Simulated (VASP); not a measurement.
Si32C (a cell with a defect): single point with PBE

Crystal: Si32C (a cell with a defect).

```
CELL_PARAMETERS angstrom
-5.46968 5.46968 -5.46968
5.46968 5.46968 5.46968
5.46968 -5.46968 -5.46968
ATOMIC_POSITIONS crystal
Si 0.25270 0.74643 0.75716
Si 0.99931 0.00812 0.75235
Si 0.49536 0.75123 0.49699
Si 0.74565 0.24562 0.74090
Si 0.24405 0.00083 0.54564
Si 0.50414 0.50623 0.74770
Si 0.99888 0.25323 0.49568
Si 0.73873 0.75369 0.24687
Si 0.48717 0.02274 0.22815
Si 0.75497 0.50878 0.50359
Si 0.00489 0.75250 0.99560
Si 0.26280 0.23688 0.24185
Si 0.00251 0.50098 0.24735
Si 0.75706 0.00531 0.00017
Si 0.50423 0.25940 0.00016
Si 0.24779 0.50449 0.00166
Si 0.25155 0.49778 0.75296
Si 0.00657 0.76027 0.75043
Si 0.50008 0.50005 0.49393
Si 0.74712 0.99930 0.74762
Si 0.24802 0.74347 0.51028
Si 0.50591 0.25983 0.75365
Si 0.98608 0.00127 0.49897
Si 0.75288 0.50681 0.25251
Si 0.48351 0.76845 0.24850
Si 0.74525 0.25285 0.49297
Si 0.99367 0.49869 0.99154
Si 0.23850 0.89239 0.28781
Si 0.01240 0.24936 0.24853
Si 0.75674 0.75766 0.00387
Si 0.50584 0.00593 0.98653
Si 0.25307 0.25747 0.99922
C 0.28810 0.04137 0.20748
```

```
Program             : VASP 6.6.1
Task                : single point
Functional          : PBE
Potentials or basis : VASP PAW PBE potentials, release 64 (Si, C)
Cutoff              : 520 eV
k mesh              : 2 × 2 × 2, shifted
Occupations         : gaussian, width 0.02 eV
Spin                : no spin polarisation
```

| Property | Result |
| --- | --- |
| Pressure | 0.2 GPa |
| Largest force | 0.202 eV/Å |
| Band gap on the k mesh | 0.15 eV |

Forces in eV/Å, atoms in the order of the input:
```
Si  -0.005  0.012  0.007
Si   0.006 -0.009 -0.008
Si   0.004  0.006  0.007
Si  -0.036 -0.044  0.014
Si   0.000 -0.006  0.032
Si  -0.007 -0.007  0.009
Si  -0.002  0.003 -0.012
Si   0.005 -0.015 -0.002
Si   0.016  0.046  0.003
Si   0.009  0.006 -0.021
Si  -0.050 -0.142 -0.004
Si   0.025  0.067  0.008
Si  -0.012 -0.008  0.008
Si  -0.012  0.001 -0.014
Si  -0.012 -0.002 -0.004
Si  -0.002  0.000  0.009
Si  -0.002  0.006  0.003
Si   0.028 -0.010 -0.035
Si   0.021  0.031 -0.005
Si  -0.013 -0.015 -0.012
Si  -0.006  0.007  0.012
Si  -0.006 -0.009  0.010
Si   0.005 -0.020 -0.010
Si   0.003 -0.005 -0.009
Si   0.016 -0.013  0.011
Si  -0.006  0.017 -0.026
Si  -0.073 -0.070  0.002
Si   0.046  0.022  0.122
Si  -0.003 -0.002 -0.011
Si   0.002 -0.034  0.008
Si  -0.010  0.005 -0.011
Si  -0.007  0.014  0.003
C    0.081  0.167 -0.081
```

Stress tensor (GPa, compression positive):
```
 0.07 -0.88 -1.51
-0.88  1.36  1.34
-1.51  1.34 -0.78
```

Levels at points of the mesh, in eV from the valence-band top:
| k point | band 64 | band 65 | band 66 | band 67 | band 68 | band 69 |
| --- | --- | --- | --- | --- | --- | --- |
| (0.25, 0.25, 0.25) | -0.86 | -0.82 | -0.28 | 0.15 | 0.88 | 1.17 |

Wall time 8.1 min on 1 thread of Intel Xeon 6975P-C, with other jobs on the host, peak memory 0.72 GiB.
